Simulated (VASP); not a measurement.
# W (C2/m) in VASP: further runs

W is run at these levels: PBEsol; tasks: single point.

Program: VASP 6.6.1. These are calculated values, not measurements. Logs are shortened: lines on timing, memory, paths and dates and some standing lists are left out, and cuts for length are marked.

## 1. The cell of the first run

Symmetry: C2/m, No. 12, monoclinic system. Conventional cell: a = 3.998 Å, b = 3.998 Å, c = 3.998 Å, α = 90.00°, β = 90.00°, γ = 90.00°. Within 3.5 Å of W (site symmetry m) lie 12 W at 2.62 to 3.04 Å.

## 2. Single point, PBEsol (atoms displaced along several vibrational modes)

Contents of INCAR:

```
PREC = Accurate ; ENCUT = 520
EDIFF = 1E-6 ; ISMEAR = 0
SIGMA = 0.15 ; LREAL = F
LASPH = T ; NELM = 80
ALGO = Fast ; ISIF = 2
LWAVE = F ; LCHARG = F
GGA = PS ; NBANDS = 21
```

Contents of KPOINTS:

```
Automatic mesh
0
Gamma
  16 16 12
```

Contents of POSCAR:

```
W
1.0
    0.0000000000     -1.9991269216     -1.9991269216
    0.0000000000      1.9991269216     -1.9991269216
    3.9982538432      0.0000000000      0.0000000000
W
2
Direct
    0.5303132329      0.4696867671      0.4931970302
   -0.0303132329      0.0303132329      0.0068029698
```

Potentials or basis: VASP PAW PBE potentials, release 64 (W_sv).

Started as:

```sh
cat potpaw_PBE.64/W_sv/POTCAR > POTCAR
mpirun -np 1 vasp_std > vasp.out
```

OUTCAR:

```text
PREC = Accurate
   ENCUT = 520
   EDIFF = 1E-6
   ISMEAR = 0
   LREAL = F
   LASPH = T
   NELM = 80
   ISIF = 2
   GGA = PS

 ion  position               nearest neighbor table
   1  0.530  0.470  0.493-   2 2.62   2 2.70   2 2.80   2 2.80   2 2.88   2 2.88   2 2.97   2 3.04

   2  0.970  0.030  0.007-   1 2.62   1 2.70   1 2.80   1 2.80   1 2.88   1 2.88   1 2.97   1 3.04

  LATTYP: Found a simple tetragonal cell.
 ALAT       =     2.8271924054
 C/A-ratio  =     1.4142135624

  Lattice vectors:

 A1 = (   0.0000000000,  -1.9991269216,  -1.9991269216)
 A2 = (   0.0000000000,   1.9991269216,  -1.9991269216)
 A3 = (   3.9982538432,   0.0000000000,   0.0000000000)

Analysis of symmetry for initial positions (statically):
=====================================================================
 Subroutine PRICEL returns:
 Original cell was already a primitive cell.

 Routine SETGRP: Setting up the symmetry group for a
 simple tetragonal supercell.

 Subroutine GETGRP returns: Found  4 space group operations
 (whereof  2 operations were pure point group operations)
 out of a pool of 16 trial point group operations.

The static configuration has the point symmetry C_1h.
 The point group associated with its full space group is C_2h.

Analysis of symmetry for dynamics (positions and initial velocities):
=====================================================================
 Subroutine PRICEL returns:
 Original cell was already a primitive cell.

 Routine SETGRP: Setting up the symmetry group for a
 simple tetragonal supercell.

 Subroutine GETGRP returns: Found  4 space group operations
 (whereof  2 operations were pure point group operations)
 out of a pool of 16 trial point group operations.

The dynamic configuration has the point symmetry C_1h.
 The point group associated with its full space group is C_2h.

 Subroutine INISYM returns: Found  4 space group operations
 (whereof  2 operations are pure point group operations),
 and found     1 'primitive' translations

----------------------------------------------------------------------------------------

                                     Primitive cell

  volume of cell :      31.9581

[... 77 lines left out ...]
   NGXF,Y,Z  is equivalent  to a cutoff of  28.23, 28.23, 24.95 a.u.
 SYSTEM =  unknown system
   PREC   = accura    normal or accurate (medium, high low for compatibility)
   ISTART =      0    job   : 0-new  1-cont  2-samecut
   ICHARG =      2    charge: 1-file 2-atom 10-const
   ISPIN  =      1    spin polarized calculation?
   LNONCOLLINEAR =      F non collinear calculations
   LSORBIT =      F    spin-orbit coupling
   LASPH  =      T    aspherical Exc in radial PAW
   ENCUT  =  520.0 eV  38.22 Ry    6.18 a.u.   5.26  5.26  7.43*2*pi/ulx,y,z
   NELM   =     80;   NELMIN=  2; NELMDL= -5     # of ELM steps
   EDIFF  = 0.1E-05   stopping-criterion for ELM
   LREAL  =      F    real-space projection
   EDIFFG = 0.1E-04   stopping-criterion for IOM
   NSW    =      0    number of steps for IOM
   IBRION =     -1    ionic relax: 0-MD 1-quasi-New 2-CG
   NFREE  =      0    steps in history (QN), initial steepest desc. (CG)
   ISIF   =      2    stress and relaxation
   ISYM   =      2    0-nonsym 1-usesym 2-fastsym
   POTIM  = 0.5000    time-step for ionic-motion
   TEBEG  =    0.0;   TEEND  =   0.0 temperature during run
   PSTRESS=    0.0 pullay stress
   NELECT =      28.0000    total number of electrons
   NUPDOWN=      -1.0000    fix difference up-down
   EMIN   =  10.00;   EMAX   =-10.00  energy-range for DOS
   EFERMI =   0.00;   METHOD = LEGACY
   ISMEAR =     0;   SIGMA  =   0.15  broadening in eV -4-tet -1-fermi 0-gaus
   EFERMI_NEDOS =   21; number of points for ismear=-14 and -15
   IALGO  =     68    algorithm
   IMIX   =      4    mixing-type and parameters
     AMIX     =   0.40;   BMIX     =  1.00
     AMIX_MAG =   1.60;   BMIX_MAG =  1.00
  volume/ion in A,a.u.               =      15.98       107.83
  Fermi-wavevector in a.u.,A,eV,Ry     =   1.566512  2.960279 33.388164  2.453961
  Thomas-Fermi vector in A             =   2.668829
   LORBIT       =      0    0 simple, 1 ext, 2 COOP (PROOUT), +10 PAW based schemes
   GGA     = PS    functional components
   LHFCALC =     F    Hartree Fock is set to
   AEXX    =    0.0000 exact exchange contribution
   IVDW    =     0    specifies the selected vdW correction
   LEPSILON=     F    determine dielectric tensor
   LRPA    =     F    only Hartree local field effects (RPA)
 non-spin polarized calculation
 RMM-DIIS sequential band-by-band and
 Gauss-broadening in eV      SIGMA  =   0.15
  energy-cutoff  :      520.00
  volume of cell :       31.96
 maximum number of plane-waves:       888
 NGX is ok and might be reduce to    24
   NGX = 11   NGY = 11   NGZ = 15

 number of electron      28.0000001 magnetization

 Free energy of the ion-electron system (eV)
  ---------------------------------------------------
  ext. energy  EPLUGINS =         0.00000000
  ---------------------------------------------------
  free energy    TOTEN  =       -26.50308984 eV

  energy without entropy =      -26.47795981  energy(sigma->0) =      -26.49052483

 E-fermi :  10.7136     XC(G=0): -13.6881

 val. band max:       10.7135487075   @ k =   0.0625  -0.2500   0.2500
 cond. band min:      10.7142384813   @ k =   0.2500   0.0625   0.4167
 fundamental gap:      0.0006897738
 Fermi energy:        10.7135821439

 k-point     1 :       0.0000    0.0000    0.0000
  band No.  band energies     occupation
      1     -62.8596      2.00000
      2     -62.6773      2.00000
      3     -27.6847      2.00000
      4     -26.9254      2.00000
      5     -26.8997      2.00000
      6     -26.4885      2.00000
[... 565 lines left out ...]
     20      18.1839      0.00000
     21      22.6329      0.00000

 [... further k-points ...]
[... 5 lines left out ...]
  --------------------------------------------------------------------------------------
  -------------------------------------------------------------------------------------
  Total        1.2939863      0.0077825      1.3503203     -0.4945226      0.0000000      0.0000000
  in kB       64.8722815      0.3901671     67.6965095    -24.7922305      0.0000000      0.0000000
  external PRESSURE =      44.3196527 kB  Pullay stress =       0.0000000 kB

 VOLUME and BASIS-vectors are now :
 -----------------------------------------------------------------------------
  energy-cutoff  :      520.00
  volume of cell :       31.96
      direct lattice vectors                 reciprocal lattice vectors
     0.000000000 -1.999126922 -1.999126922     0.000000000 -0.250109182 -0.250109182
     0.000000000  1.999126922 -1.999126922     0.000000000  0.250109182 -0.250109182
     3.998253843  0.000000000  0.000000000     0.250109182  0.000000000  0.000000000

 POSITION                                       TOTAL-FORCE (eV/Angst)
 -----------------------------------------------------------------------------------
      1.97193     -0.12120     -1.99913         0.726719      0.872198      0.000000
      0.02720     -1.87793     -1.99913        -0.726719     -0.872198      0.000000
 -----------------------------------------------------------------------------------
    total drift:                                0.000000      0.000000     -0.000000

  FREE ENERGIE OF THE ION-ELECTRON SYSTEM (eV)
  ---------------------------------------------------
  free  energy   TOTEN  =       -26.5030898431 eV

  energy  without entropy=      -26.4779598087  energy(sigma->0) =      -26.49052483
```

OSZICAR:

```text
N       E                     dE             d eps       ncg     rms          rms(c)
DAV:   1     0.269033015769E+03    0.26903E+03   -0.15776E+04 34740   0.155E+03
DAV:   2    -0.186929375184E+02   -0.28773E+03   -0.28029E+03 37302   0.459E+02
DAV:   3    -0.276868735601E+02   -0.89939E+01   -0.87997E+01 39822   0.798E+01
DAV:   4    -0.277759581650E+02   -0.89085E-01   -0.88947E-01 37497   0.835E+00
DAV:   5    -0.277768186297E+02   -0.86046E-03   -0.86045E-03 39750   0.861E-01    0.297E+01
RMM:   6    -0.267703460901E+02    0.10065E+01   -0.11175E+00 35989   0.815E+00    0.124E+01
RMM:   7    -0.265089894763E+02    0.26136E+00   -0.86477E-01 38373   0.683E+00    0.877E-01
RMM:   8    -0.265028790205E+02    0.61105E-02   -0.37852E-02 43908   0.159E+00    0.367E-01
RMM:   9    -0.265029980587E+02   -0.11904E-03   -0.75790E-03 43280   0.752E-01    0.733E-02
RMM:  10    -0.265030702201E+02   -0.72161E-04   -0.95342E-04 47114   0.301E-01    0.140E-02
RMM:  11    -0.265030869378E+02   -0.16718E-04   -0.23712E-04 45823   0.146E-01    0.152E-02
RMM:  12    -0.265030891570E+02   -0.22193E-05   -0.43594E-05 43381   0.632E-02    0.755E-03
RMM:  13    -0.265030895854E+02   -0.42837E-06   -0.14277E-05 37979   0.344E-02    0.146E-03
RMM:  14    -0.265030898431E+02   -0.25764E-06   -0.15766E-06 29236   0.107E-02
   1 F= -.26503090E+02 E0= -.26490525E+02  d E =-.251300E-01
```

Run time: 4.5 min. Hardware: 1 thread of AMD EPYC 9R45 (Zen 5), shared host; peak memory 0.47 GiB.

What came out:

| Property | Result |
| --- | --- |
| Free energy | -26.5031 eV |
| Pressure | 4.4 GPa |
| Largest force | 1.135 eV/Å |
| Band gap on the k mesh | zero (bands 14 and 15 overlap by 3.60 eV) |

Forces on the atoms (eV/Å):
```
W    0.727  0.872  0.000
W   -0.727 -0.872  0.000
```

Levels at points of the mesh, in eV from the Fermi level:
| k point | band 12 | band 13 | band 14 | band 15 | band 16 | band 17 |
| --- | --- | --- | --- | --- | --- | --- |
| (0.00, 0.00, 0.00) | -0.86 | -0.66 | -0.41 | 2.28 | 2.81 | 3.37 |
| (0.50, 0.00, 0.00) | -2.44 | -1.82 | -1.39 | 0.80 | 1.16 | 1.74 |
| (0.50, 0.50, 0.00) | -4.57 | 2.58 | 3.20 | 5.06 | 5.36 | 5.86 |
| (0.00, 0.00, 0.50) | -3.06 | -0.70 | -0.10 | 1.69 | 1.80 | 1.91 |
| (0.50, 0.00, 0.50) | -1.09 | -0.71 | -0.64 | 0.75 | 0.78 | 4.79 |
| (0.50, 0.50, 0.50) | -2.14 | -1.95 | -1.86 | 1.53 | 1.57 | 5.97 |

Caveat: the cell differs from its parent crystal (atoms displaced along several vibrational modes); the stress differs along the axes, from 0 to 7 GPa; the PAW data sets were made with another functional, which shifts forces and pressure a little; spin-orbit coupling is left out, which moves the levels of the heavy elements.

## 3. Single point, PBEsol (atoms displaced along several vibrational modes)

Contents of INCAR:

```
SYSTEM = W
PREC = Accurate
ENCUT = 520
EDIFF = 1E-6
ISMEAR = 0
SIGMA = 0.15
LREAL = .False.
LASPH = .True.
NELM = 100
ALGO = Fast
ISIF = 2
LWAVE = .False.
LCHARG = .False.
GGA = PS
NBANDS = 21
```

Contents of KPOINTS:

```
regular mesh
0
Gamma
  16 16 12
  0 0 0
```

Contents of POSCAR:

```
W
1.0
    0.0000000000     -1.9991269216     -1.9991269216
    0.0000000000      1.9991269216     -1.9991269216
    3.9982538432      0.0000000000      0.0000000000
W
2
Direct
    0.5202088219      0.4797911781      0.4965985151
   -0.0202088219      0.0202088219      0.0034014849
```

Potentials or basis: VASP PAW PBE potentials, release 64 (W_sv).

Started as:

```sh
cat potpaw_PBE.64/W_sv/POTCAR > POTCAR
mpirun -np 1 vasp_std > vasp.out
```

It took 4.3 min on 1 thread of AMD EPYC 9R45 (Zen 5), shared host; peak memory 0.47 GiB.

Results (log left out):

```
Free energy            : -26.5779 eV
Pressure               : 2.2 GPa
Largest force          : 0.718 eV/Å
Band gap on the k mesh : zero (bands 14 and 15 overlap by 3.59 eV)
```

Forces on the atoms (eV/Å):
```
W    0.407  0.592  0.000
W   -0.407 -0.592  0.000
```

Stress tensor (GPa, compression positive):
```
 3.53 -1.00  0.00
-1.00 -0.27  0.00
 0.00  0.00  3.34
```

Levels at points of the mesh, in eV from the Fermi level:
```
           k point  band 11  band 12  band 13  band 14  band 15  band 16  band 17  band 18
(0.00, 0.00, 0.00)    -4.66    -0.71    -0.62    -0.51     2.49     2.73     3.27     5.10
(0.50, 0.00, 0.00)    -2.52    -2.30    -1.87    -1.57     0.81     1.07     1.83     2.97
(0.50, 0.50, 0.00)    -4.70    -4.63     2.89     3.21     5.15     5.64     5.70     5.95
(0.00, 0.00, 0.50)    -3.23    -3.02    -0.42    -0.09     1.64     1.70     1.78     1.85
(0.50, 0.00, 0.50)    -0.95    -0.95    -0.77    -0.75     0.75     0.76     5.04     5.06
(0.50, 0.50, 0.50)    -2.14    -2.10    -2.00    -1.96     1.40     1.41     6.01     6.02
```

Caveat: the cell differs from its parent crystal (atoms displaced along several vibrational modes); the PAW data sets were made with another functional, which shifts forces and pressure a little; spin-orbit coupling is left out, which moves the levels of the heavy elements.

## 4. Single point, PBEsol (atoms displaced along several vibrational modes)

Contents of INCAR:

```
PREC = Accurate
ENCUT = 520
EDIFF = 1E-6
ISMEAR = 0
SIGMA = 0.15
LREAL = F
LASPH = T
NELM = 80
ALGO = Fast
ISIF = 2
LWAVE = F
LCHARG = F
GGA = PS
NBANDS = 21
```

Contents of KPOINTS:

```
regular mesh
0
Gamma
  16 16 12
```

Contents of POSCAR:

```
W
1.0
    0.0000000000     -1.9991269216     -1.9991269216
    0.0000000000      1.9991269216     -1.9991269216
    3.9982538432      0.0000000000      0.0000000000
W
2
Direct
    0.5202088219      0.4797911781      0.4863940605
   -0.0202088219      0.0202088219      0.0136059395
```

Started as:

```sh
cat potpaw_PBE.64/W_sv/POTCAR > POTCAR
mpirun -np 1 vasp_std > vasp.out
```

Run time: 5 min. Hardware: 1 thread of Intel Xeon Platinum 8259CL at 2.50GHz (Skylake/Cascade Lake), shared host; peak memory 0.5 GiB.

It converged, with:

| Property | Result |
| --- | --- |
| Free energy | -26.4982 eV |
| Pressure | 3.7 GPa |
| Largest force | 1.600 eV/Å |
| Band gap on the k mesh | zero (bands 14 and 15 overlap by 3.69 eV) |

Forces in eV/Å, atoms in the order of the input:
```
W    1.517  0.507  0.000
W   -1.517 -0.507  0.000
```

Stress tensor (GPa, compression positive):
```
 1.12 -3.57  0.00
-3.57  3.22  0.00
 0.00  0.00  6.81
```

Levels at points of the mesh, in eV from the Fermi level:
| k point | band 11 | band 12 | band 13 | band 14 | band 15 | band 16 | band 17 | band 18 |
| --- | --- | --- | --- | --- | --- | --- | --- | --- |
| (0.00, 0.00, 0.00) | -4.74 | -0.78 | -0.66 | -0.47 | 2.18 | 2.63 | 3.65 | 5.08 |
| (0.50, 0.00, 0.00) | -2.73 | -2.15 | -2.09 | -1.32 | 0.67 | 0.80 | 2.06 | 3.07 |
| (0.50, 0.50, 0.00) | -4.72 | -4.65 | 2.87 | 3.20 | 5.08 | 5.60 | 5.63 | 5.88 |
| (0.00, 0.00, 0.50) | -3.57 | -2.77 | -0.92 | 0.35 | 1.45 | 1.47 | 1.97 | 2.05 |
| (0.50, 0.00, 0.50) | -1.02 | -1.01 | -0.83 | -0.73 | 0.72 | 0.75 | 5.00 | 5.02 |
| (0.50, 0.50, 0.50) | -2.37 | -2.32 | -1.81 | -1.77 | 1.41 | 1.45 | 5.96 | 5.99 |

Caveat: the cell differs from its parent crystal (atoms displaced along several vibrational modes); the stress differs along the axes, from 1 to 7 GPa; the PAW data sets were made with another functional, which shifts forces and pressure a little; spin-orbit coupling is left out, which moves the levels of the heavy elements.

## 5. The runs side by side

| cell | gap on the mesh (eV) | pressure (GPa) | largest force (eV/Å) |
| --- | --- | --- | --- |
| as given, atomic positions A | none | 4.4 | 1.14 |
| as given, atomic positions B | none | 2.2 | 0.72 |
| as given, atomic positions C | none | 3.7 | 1.60 |

Alike in all rows: task single point; level PBEsol; potentials or basis VASP PAW PBE potentials, release 64 (W_sv); no spin polarisation; k mesh 16 × 16 × 12; cutoff (eV) 520; smearing gaussian 0.15 eV.

Caveats: the PAW data sets were made with another functional, which shifts forces and pressure a little; spin-orbit coupling is left out, which moves the levels of the heavy elements; the stress differs along the axes, from 0 to 7 GPa (at least some runs); the stress differs along the axes, from 1 to 7 GPa (at least some runs).

Total energies depend on the potentials used, so only differences within one code and one set of settings carry meaning.
